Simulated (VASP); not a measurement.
A run of VASP 6.6.1 is set up as follows.

INCAR

```
SYSTEM = SiC
PREC     = Accurate       ! precision mode
ENCUT    = 520            ! plane-wave cutoff, eV
EDIFF    = 1E-6           ! SCF threshold, eV
ISMEAR   = -1             ! smearing method
SIGMA    = 0.02           ! smearing width, eV
LREAL    = .False.        ! projectors in reciprocal space
LASPH    = .True.         ! aspherical terms in the spheres
NELM     = 60             ! most SCF steps
ALGO     = Normal         ! electronic algorithm
ISIF     = 2              ! what is computed and relaxed
LWAVE    = .False.        ! write WAVECAR
LCHARG   = .False.        ! write CHGCAR
GGA      = PE             ! functional
NBANDS   = 26             ! bands
```

The input KPOINTS:

```
Automatic mesh
0
Gamma
  12 12 4
  0 0 0
```

Contents of POSCAR:

```
SiC
1.0
    3.1083305834      0.0000000000      0.0000000000
   -1.5541652917      2.6918932486      0.0000000000
    0.0000000000      0.0000000000     10.0598065426
Si C
4 4
Direct
    0.0000000000      0.0000000000     -0.0004032848
    0.3333333333      0.6666666667      0.2496515939
    0.0000000000      0.0000000000      0.4995967152
    0.6666666667      0.3333333333      0.7496515939
    0.0000000000      0.0000000000      0.1875287746
    0.3333333333      0.6666666667      0.4382229163
    0.0000000000      0.0000000000      0.6875287746
    0.6666666667      0.3333333333      0.9382229163
```

Potentials or basis: VASP PAW PBE potentials, release 64 (Si, C).

Launch:

```console
$ cat potpaw_PBE.64/Si/POTCAR potpaw_PBE.64/C/POTCAR > POTCAR
$ mpirun -np 1 vasp_std > vasp.out
```

(1) What does it give for the largest force?

(2) Predict the band gap on the k mesh.

(3) Predict the pressure.

## Answers

(1) 0.020 eV/Å.

(2) 2.24 eV, indirect (least direct gap 3.37 eV).

(3) -0.5 GPa.

Caveat: the cell differs from its parent crystal (epitaxial xy strain +1.0%).
